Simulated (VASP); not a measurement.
# Sb (P2_1/m) in VASP: further runs

Aim: see how the results for Sb move with the level of theory and the settings. Levels: PBEsol, HSE06. Tasks: single point.

Everything below comes from runs of VASP 6.6.1. Logs are shortened: lines on timing, memory, paths and dates and some standing lists are left out, and cuts for length are marked.

### Step 1. The cell of the first run

It takes space group P2_1/m (No. 11, monoclinic). The conventional cell has a = 3.122 Å, b = 4.348 Å, c = 4.406 Å, α = 90.00°, β = 90.51°, γ = 90.00°. Within 4.0 Å of Sb (site symmetry m) lie 6 Sb at 3.04 to 3.15 Å.

### Step 2. Single point, PBEsol

File INCAR:

```
PREC = Accurate ; ENCUT = 520
EDIFF = 1E-7 ; ISMEAR = -1
SIGMA = 0.05 ; LREAL = F
LASPH = T ; NELM = 80
ALGO = Normal ; ISIF = 2
LWAVE = F ; LCHARG = F
GGA = PS ; NBANDS = 12
```

File KPOINTS:

```
Automatic mesh
0
Gamma
  7 4 4
```

File POSCAR:

```
Sb
1.0
    3.1224020000      0.0000000000      0.0000000000
    0.0000000000      4.3475180000      0.0000000000
   -0.0389150000      0.0000000000      4.4058520000
Sb
2
Direct
    0.0113890000      0.2500000000      0.2411660000
    0.9886110000      0.7500000000      0.7588340000
```

Potentials or basis: VASP PAW PBE potentials, release 64 (Sb).

Launch:

```
$ cat potpaw_PBE.64/Sb/POTCAR > POTCAR
$ mpirun -np 1 vasp_std > vasp.out
```

OUTCAR:

```text
PREC = Accurate
   ENCUT = 520
   EDIFF = 1E-7
   ISMEAR = -1
   LREAL = F
   LASPH = T
   NELM = 80
   ISIF = 2
   GGA = PS

 ion  position               nearest neighbor table
   1  0.011  0.250  0.241-   2 3.04   2 3.04   2 3.15   2 3.15
   2  0.989  0.750  0.759-   1 3.04   1 3.04   1 3.15   1 3.15

  LATTYP: Found a simple monoclinic cell.
 ALAT       =     3.1224020000
 B/A-ratio  =     1.3923633152
 C/A-ratio  =     1.4111007668
 COS(beta)  =    -0.0088322263

  Lattice vectors:

 A1 = (   3.1224020000,   0.0000000000,   0.0000000000)
 A2 = (   0.0000000000,   4.3475180000,   0.0000000000)
 A3 = (  -0.0389150000,   0.0000000000,   4.4058520000)

Analysis of symmetry for initial positions (statically):
=====================================================================
 Subroutine PRICEL returns:
 Original cell was already a primitive cell.

 Routine SETGRP: Setting up the symmetry group for a
 simple monoclinic supercell.

 Subroutine GETGRP returns: Found  4 space group operations
 (whereof  2 operations were pure point group operations)
 out of a pool of  4 trial point group operations.

The static configuration has the point symmetry S_2 .
 The point group associated with its full space group is C_2h.

Analysis of symmetry for dynamics (positions and initial velocities):
=====================================================================
 Subroutine PRICEL returns:
 Original cell was already a primitive cell.

 Routine SETGRP: Setting up the symmetry group for a
 simple monoclinic supercell.

 Subroutine GETGRP returns: Found  4 space group operations
 (whereof  2 operations were pure point group operations)
 out of a pool of  4 trial point group operations.

The dynamic configuration has the point symmetry S_2 .
 The point group associated with its full space group is C_2h.

 Subroutine INISYM returns: Found  4 space group operations
 (whereof  2 operations are pure point group operations),
 and found     1 'primitive' translations

----------------------------------------------------------------------------------------

                                     Primitive cell

  volume of cell :      59.8081

  direct lattice vectors                    reciprocal lattice vectors
     3.122402000  0.000000000  0.000000000     0.320266257  0.000000000  0.002828774
     0.000000000  4.347518000  0.000000000     0.000000000  0.230016299  0.000000000
    -0.038915000  0.000000000  4.405852000     0.000000000  0.000000000  0.226970856

  length of vectors
     3.122402000  4.347518000  4.406023856     0.320278749  0.230016299  0.226970856

  position of ions in fractional coordinates (direct lattice)
     0.011389000  0.250000000  0.241166000
     0.988611000  0.750000000  0.758834000

  ion indices of the primitive-cell ions
   primitive index   ion index
                 1           1
                 2           2

----------------------------------------------------------------------------------------

 KPOINTS: Automatic mesh

Automatic generation of k-mesh.
 Grid dimensions read from file:
 generate k-points for:    7    4    4

 Generating k-lattice:

  Cartesian coordinates                     Fractional coordinates (reciprocal lattice)
     0.045752322  0.000000000  0.000404111     0.142857143  0.000000000  0.000000000
     0.000000000  0.057504075  0.000000000     0.000000000  0.250000000  0.000000000
     0.000000000  0.000000000  0.056742714     0.000000000  0.000000000  0.250000000

  Length of vectors
     0.045754107  0.057504075  0.056742714

  Shift w.r.t. Gamma in fractional coordinates (k-lattice)
     0.000000000  0.000000000  0.000000000

 Subroutine IBZKPT returns following result:
 ===========================================

 Found     45 irreducible k-points:

 Following reciprocal coordinates:
            Coordinates               Weight
  0.000000  0.000000  0.000000      1.000000
  0.142857  0.000000  0.000000      2.000000
  0.285714  0.000000 -0.000000      2.000000
  0.428571  0.000000 -0.000000      2.000000
  0.000000  0.250000  0.000000      2.000000
  0.142857  0.250000  0.000000      4.000000
[... 16 lines left out ...]
  0.428571  0.250000  0.250000      4.000000
 -0.428571  0.250000  0.250000      4.000000
 [... further k-points ...]
   k-points           NKPTS =     45   k-points in BZ     NKDIM =     45   number of bands    NBANDS=     12
   number of dos      NEDOS =    301   number of ions     NIONS =      2
   total plane-waves  NPLWV =  27648
   dimension x,y,z NGX =    24 NGY =   32 NGZ =   36
   dimension x,y,z NGXF=    48 NGYF=   64 NGZF=   72
   ions per type =               2
   NGX,Y,Z   is equivalent  to a cutoff of  12.78, 12.24, 13.58 a.u.
   NGXF,Y,Z  is equivalent  to a cutoff of  25.56, 24.47, 27.17 a.u.
 SYSTEM =  unknown system
   PREC   = accura    normal or accurate (medium, high low for compatibility)
   ISTART =      0    job   : 0-new  1-cont  2-samecut
   ICHARG =      2    charge: 1-file 2-atom 10-const
   ISPIN  =      1    spin polarized calculation?
   LNONCOLLINEAR =      F non collinear calculations
   LSORBIT =      F    spin-orbit coupling
   LASPH  =      T    aspherical Exc in radial PAW
   ENCUT  =  520.0 eV  38.22 Ry    6.18 a.u.   5.81  8.08  8.19*2*pi/ulx,y,z
   NELM   =     80;   NELMIN=  2; NELMDL= -5     # of ELM steps
   EDIFF  = 0.1E-06   stopping-criterion for ELM
   LREAL  =      F    real-space projection
   EDIFFG = 0.1E-05   stopping-criterion for IOM
   NSW    =      0    number of steps for IOM
   IBRION =     -1    ionic relax: 0-MD 1-quasi-New 2-CG
   NFREE  =      0    steps in history (QN), initial steepest desc. (CG)
   ISIF   =      2    stress and relaxation
   ISYM   =      2    0-nonsym 1-usesym 2-fastsym
   POTIM  = 0.5000    time-step for ionic-motion
   TEBEG  =    0.0;   TEEND  =   0.0 temperature during run
   PSTRESS=    0.0 pullay stress
   NELECT =      10.0000    total number of electrons
   NUPDOWN=      -1.0000    fix difference up-down
   EMIN   =  10.00;   EMAX   =-10.00  energy-range for DOS
   EFERMI =   0.00;   METHOD = LEGACY
   ISMEAR =    -1;   SIGMA  =   0.05  broadening in eV -4-tet -1-fermi 0-gaus
   EFERMI_NEDOS =   21; number of points for ismear=-14 and -15
   IALGO  =     38    algorithm
   IMIX   =      4    mixing-type and parameters
     AMIX     =   0.40;   BMIX     =  1.00
     AMIX_MAG =   1.60;   BMIX_MAG =  1.00
  volume/ion in A,a.u.               =      29.90       201.80
  Fermi-wavevector in a.u.,A,eV,Ry     =   0.901893  1.704330 11.067117  0.813410
  Thomas-Fermi vector in A             =   2.025029
   LORBIT       =      0    0 simple, 1 ext, 2 COOP (PROOUT), +10 PAW based schemes
   GGA     = PS    functional components
   LHFCALC =     F    Hartree Fock is set to
   AEXX    =    0.0000 exact exchange contribution
   IVDW    =     0    specifies the selected vdW correction
   LEPSILON=     F    determine dielectric tensor
   LRPA    =     F    only Hartree local field effects (RPA)
 non-spin polarized calculation
  energy-cutoff  :      520.00
  volume of cell :       59.81
 maximum number of plane-waves:      1637
   NGX = 11   NGY = 17   NGZ = 17

 number of electron      10.0000000 magnetization

 number of electron       9.9999999 magnetization

 Free energy of the ion-electron system (eV)
  ---------------------------------------------------
  ext. energy  EPLUGINS =         0.00000000
  ---------------------------------------------------
  free energy    TOTEN  =        -9.08675250 eV

  energy without entropy =       -9.07691718  energy(sigma->0) =       -9.08183484

 E-fermi :   6.9923     XC(G=0):  -9.7436

 val. band max:        6.9870786679   @ k =  -0.4286   0.2500   0.2500
 cond. band min:       7.0325153588   @ k =  -0.2857   0.2500   0.2500
 fundamental gap:      0.0454366909
 Fermi energy:         6.9923163079

 k-point     1 :       0.0000    0.0000    0.0000
  band No.  band energies     occupation
      1      -5.4373      2.00000
      2      -0.3724      2.00000
      3       3.3840      2.00000
      4       3.5149      2.00000
      5       9.0299      0.00000
      6      10.0410      0.00000
      7      10.2715      0.00000
      8      10.4033      0.00000
      9      13.6612      0.00000
     10      13.9744      0.00000
     11      14.2587      0.00000
     12      15.1112      0.00000

 k-point     2 :       0.1429    0.0000    0.0000
  band No.  band energies     occupation
      1      -5.1497      2.00000
      2      -0.0720      2.00000
      3       3.6502      2.00000
      4       3.7808      2.00000
      5       7.4305      0.00031
      6       9.3063      0.00000
      7      10.5500      0.00000
      8      10.6803      0.00000
      9      11.8858      0.00000
     10      14.2052      0.00000
     11      14.9186      0.00000
     12      16.6959      0.00000

 k-point     3 :       0.2857    0.0000   -0.0000
  band No.  band energies     occupation
      1      -4.3341      2.00000
      2       0.8101      2.00000
      3       4.1081      2.00000
      4       4.3668      2.00000
      5       4.4886      2.00000
      6       8.5499      0.00000
      7      10.1143      0.00000
      8      11.2834      0.00000
      9      11.4200      0.00000
     10      13.8409      0.00000
     11      13.9923      0.00000
     12      14.8776      0.00000
[... 286 lines left out ...]
 k-point    23 :       0.4286    0.2500    0.2500
  band No.  band energies     occupation
      1      -2.4059      2.00000
      2       0.1844      2.00000
      3       2.5771      2.00000
      4       4.0094      2.00000
      5       4.7058      2.00000
      6       6.9478      1.41767
      7       9.2621      0.00000
      8      10.2089      0.00000
      9      12.4766      0.00000
     10      12.9646      0.00000
     11      14.3738      0.00000
     12      14.8978      0.00000

 k-point    24 :      -0.4286    0.2500    0.2500
  band No.  band energies     occupation
      1      -2.4195      2.00000
      2       0.2014      2.00000
      3       2.5996      2.00000
      4       4.0183      2.00000
      5       4.6809      2.00000
      6       6.9871      1.05233
      7       9.2179      0.00000
      8      10.1900      0.00000
      9      12.4098      0.00000
     10      12.9441      0.00000
     11      14.3288      0.00000
     12      14.9747      0.00000

 [... further k-points ...]

------------------------ aborting loop because EDIFF is reached ----------------------------------------

  FORCE on cell =-STRESS in cart. coord.  units (eV):
  Direction    XX          YY          ZZ          XY          YZ          ZX
  --------------------------------------------------------------------------------------
  -------------------------------------------------------------------------------------
  Total       -1.2095468     -0.5013180     -0.7532002      0.0000000      0.0000000     -0.0036558
  in kB      -32.4021003    -13.4296221    -20.1772011      0.0000000      0.0000000     -0.0979327
  external PRESSURE =     -22.0029745 kB  Pullay stress =       0.0000000 kB

 VOLUME and BASIS-vectors are now :
 -----------------------------------------------------------------------------
  energy-cutoff  :      520.00
  volume of cell :       59.81
      direct lattice vectors                 reciprocal lattice vectors
     3.122402000  0.000000000  0.000000000     0.320266257  0.000000000  0.002828774
     0.000000000  4.347518000  0.000000000     0.000000000  0.230016299  0.000000000
    -0.038915000  0.000000000  4.405852000     0.000000000  0.000000000  0.226970856

 POSITION                                       TOTAL-FORCE (eV/Angst)
 -----------------------------------------------------------------------------------
      0.02618      1.08688      1.06254        -0.030152      0.000000      0.101167
      3.05731      3.26064      3.34331         0.030152     -0.000000     -0.101167
 -----------------------------------------------------------------------------------
    total drift:                               -0.000000      0.000000      0.000000

  FREE ENERGIE OF THE ION-ELECTRON SYSTEM (eV)
  ---------------------------------------------------
  free  energy   TOTEN  =        -9.0867525007 eV

  energy  without entropy=       -9.0769171822  energy(sigma->0) =       -9.08183484
```

Wall time 33 s (1 thread of Intel Xeon 8259CL, shared host); peak memory 0.18 GiB.

What came out:

| Item | Value |
| --- | --- |
| Free energy | -9.0868 eV |
| Pressure | -2.2 GPa |
| Largest force | 0.106 eV/Å |
| Band gap on the k mesh | zero (bands 5 and 6 overlap by 8.18 eV) |

Forces in eV/Å, atoms in the order of the input:
```
Sb  -0.030  0.000  0.101
Sb   0.030  0.000 -0.101
```

Caveat: the k points lie up to 0.36 Å⁻¹ apart, too coarse for converged energies and pressures of a metal; the PAW data sets were made with another functional, which shifts forces and pressure a little; spin-orbit coupling is left out, which moves the levels of the heavy elements.

### Step 3. Single point, PBEsol, non-collinear spin, zero start, spin-orbit coupling

File INCAR:

```
SYSTEM = Sb
PREC = Accurate ; ENCUT = 520
EDIFF = 1E-6 ; ISMEAR = -1
SIGMA = 0.05 ; LREAL = .False.
LASPH = .True. ; NELM = 150
ALGO = Normal ; ISIF = 2
LWAVE = .False. ; LCHARG = .False.
MAGMOM = 0 0 0 0 0 0 ; LORBIT = 11
LSORBIT = .True. ; GGA_COMPAT = .False.
LORBMOM = .True. ; GGA = PS
NBANDS = 22
```

File KPOINTS:

```
regular mesh
0
Gamma
  7 4 4
  0 0 0
```

POSCAR is that of step 2.

Potentials or basis: VASP PAW PBE potentials, release 64 (Sb).

Launch:

```
$ cat potpaw_PBE.64/Sb/POTCAR > POTCAR
$ mpirun -np 1 vasp_ncl > vasp.out
```

Run time: 80 s. Hardware: 1 thread of Intel Xeon 8259CL, shared host; peak memory 0.32 GiB.

It converged, with:

- Free energy: -9.2113 eV
- Pressure: -2.0 GPa
- Largest force: 0.110 eV/Å
- Net moment: 0.00 μB per cell
- Valence electrons inside the program's atomic spheres: Sb 2.37

Forces on the atoms (eV/Å):
```
Sb  -0.029  0.000  0.106
Sb   0.029  0.000 -0.106
```

Stress tensor (GPa, compression positive):
```
-3.08  0.00 -0.02
 0.00 -1.13  0.00
-0.02  0.00 -1.87
```

Moments on the atoms (μB; x, y, z):
```
Sb  0.00 0.00 0.00
Sb  0.00 0.00 0.00
```

Caveat: the k points lie up to 0.36 Å⁻¹ apart; the PAW data sets were made with another functional, which shifts forces and pressure a little.

### Step 4. Single point, HSE06

This run uses another cell than the first one, of 30.50 Å³/atom.

File POSCAR:

```
Sb
1.0
    3.1430807616      0.0000000000      0.0000000000
    0.0000000000      4.3763103490      0.0000000000
   -0.0391727227      0.0000000000      4.4350306782
Sb
2
Direct
    0.0113890000      0.2500000000      0.2411660000
    0.9886110000      0.7500000000      0.7588340000
```

File INCAR.step1:

```
SYSTEM = Sb
  ALGO = Normal
  EDIFF = 1E-5
  ENCUT = 520
  GGA = PE
  ISIF = 2
  ISMEAR = -1
  LASPH = .True.
  LCHARG = .False.
  LREAL = .False.
  LWAVE = .True.
  NBANDS = 12
  NELM = 100
  PREC = Accurate
  SIGMA = 0.05
```

File INCAR.step2:

```
SYSTEM = Sb
  ALGO = Normal
  EDIFF = 1E-6
  ENCUT = 520
  GGA = PE
  HFSCREEN = 0.2079
  ISIF = 2
  ISMEAR = -1
  ISTART = 1
  LASPH = .True.
  LCHARG = .False.
  LHFCALC = .True.
  LREAL = .False.
  LWAVE = .False.
  NBANDS = 12
  NELM = 100
  PREC = Accurate
  PRECFOCK = Normal
  SIGMA = 0.05
```

File KPOINTS:

```
k-points
0
Gamma
  6 4 4
  0 0 0
```

Launch:

```
$ cat potpaw_PBE.64/Sb/POTCAR > POTCAR
$ cp INCAR.step1 INCAR
$ mpirun -np 1 vasp_std > vasp.out
$ cp INCAR.step2 INCAR
$ mpirun -np 1 vasp_std > vasp.out
```

Run time: 22 min. Hardware: 1 thread of Intel Xeon 6975P-C (Granite Rapids), shared host; peak memory 0.3 GiB.

It converged, with:

| Item | Value |
| --- | --- |
| Free energy | -9.9903 eV |
| Pressure | -3.4 GPa |
| Largest force | 0.093 eV/Å |
| Band gap on the k mesh | zero (bands 5 and 6 overlap by 9.62 eV) |

Forces in eV/Å, atoms in the order of the input:
```
Sb  -0.046  0.000 -0.081
Sb   0.046  0.000  0.081
```

Stress tensor (GPa, compression positive):
```
-8.01  0.00  0.05
 0.00 -1.00  0.00
 0.05  0.00 -1.11
```

Levels at points of the mesh, in eV from the Fermi level:
| k point | band 3 | band 4 | band 5 | band 6 | band 7 | band 8 |
| --- | --- | --- | --- | --- | --- | --- |
| (0.00, 0.00, 0.00) | -3.98 | -3.84 | 2.52 | 3.63 | 3.79 | 3.94 |
| (0.50, 0.00, 0.00) | -4.95 | -1.99 | -1.83 | -1.77 | 5.05 | 5.34 |
| (0.00, 0.50, 0.00) | -1.57 | -1.57 | -0.84 | -0.84 | 5.38 | 5.38 |
| (0.50, 0.50, 0.00) | -4.33 | -4.33 | 0.54 | 0.54 | 1.74 | 1.74 |
| (0.00, 0.00, 0.50) | -1.70 | -1.05 | -0.86 | -0.75 | 5.15 | 5.55 |
| (0.50, 0.00, 0.50) | -4.53 | -4.19 | 0.36 | 1.09 | 1.77 | 1.83 |
| (0.00, 0.50, 0.50) | -6.17 | -6.17 | 5.73 | 5.73 | 5.99 | 5.99 |
| (0.50, 0.50, 0.50) | -3.99 | -3.99 | -3.89 | -3.89 | 2.58 | 2.58 |

Caveat: the stress differs along the axes, from -8 to -1 GPa; the PAW data sets were made with another functional, which shifts forces and pressure a little; spin-orbit coupling is left out, which moves the levels of the heavy elements.

[end of part 1 of 2]

The gap in the log of VASP goes by the Fermi energy; the results here count the filled bands.